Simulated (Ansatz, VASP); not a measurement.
# SrCl2: VASP beside Ansatz

File POSCAR:

```
SrCl2
1.0
    4.5822166871      0.0000000000      0.0000000000
   -2.2911083435      3.9683160567      0.0000000000
    0.0000000000      0.0000000000      5.3301401890
Sr Cl
1 2
Direct
    0.0000000000      0.0000000000      0.0000000000
    0.3333333333      0.6666666667      0.2425822649
    0.6666666667      0.3333333333      0.7574177351
```

The input INCAR.step1:

```
  PREC = Accurate
  ENCUT = 520
  ISMEAR = 0
  SIGMA = 0.01
  LREAL = F
  LASPH = T
  NELM = 60
  NBANDS = 19
  GGA = PE
  ALGO = Normal
  EDIFF = 1E-4
  LWAVE = T
  LCHARG = F
```

File INCAR.step2:

```
  PREC = Accurate
  ENCUT = 520
  EDIFF = 1E-7
  ISMEAR = 0
  SIGMA = 0.01
  LREAL = F
  LASPH = T
  NELM = 60
  ALGO = Normal
  ISIF = 2
  LWAVE = F
  LCHARG = F
  METAGGA = R2SCAN
  LMIXTAU = T
  NBANDS = 19
  ISTART = 1
```

The input KPOINTS:

```
Automatic mesh
0
Gamma
  6 6 6
```

Input for Ansatz:

```yaml
crystal:
  lattice:
    - [4.5822166871, 0.0, 0.0]
    - [-2.2911083435, 3.9683160567, 0.0]
    - [0.0, 0.0, 5.330140189]
  atoms:
    - { symbol: Sr, position: [0.0, 0.0, 0.0] }
    - { symbol: Cl, position: [0.3333333333, 0.6666666667, 0.2425822649] }
    - { symbol: Cl, position: [0.6666666667, 0.3333333333, 0.7574177351] }
kpoints:
  mp_grid: { grid: [6, 6, 6] }
  band_path:
    path:
      - [0.0, 0.0, 0.0]
      - [0.5, 0.0, 0.0]
      - [0.3333333333, 0.3333333333, 0.0]
      - [0.0, 0.0, 0.5]
      - [0.5, 0.0, 0.5]
      - [0.3333333333, 0.3333333333, 0.5]
    npoints: 1
hamiltonian:
  xc: r2scan
scf:
  occupations: { method: fixed }
  n_extra_bands: 4
output:
  forces: true
  stress: true
  eigenvalues: true
```

Change from the starting cell: epitaxial_xy strain +4.0%.

Alike in both runs: task single point; functional r2SCAN; k mesh 6 × 6 × 6; no spin polarisation.

|  | VASP | Ansatz |
| --- | --- | --- |
| version | VASP 6.6.1 | Ansatz 0.2.0 |
| potentials or method | VASP PAW PBE potentials, release 64 (Sr_sv, Cl) | plane waves, PAW |
| plane-wave cutoff (eV) | 520 | 500 |
| occupations | gaussian, width 0.01 eV | fixed |
| valence electrons in the cell | 24 | 24 |

```tsv
	VASP	Ansatz	Ansatz less VASP
gap on the k mesh at the Fermi level (eV)	5.39	5.39	+0.001
pressure (GPa)	-0.6	-0.7	-0.04
traceless stress, the component that is largest in VASP (GPa)	1.22	1.26	+0.036
rms of the force components (eV/Å)	0.003	0.004	+0.0002
```

VASP's potentials were made for PBE, not for r2SCAN. Atom by atom the forces differ by 0.007 eV/Å (rms over components).
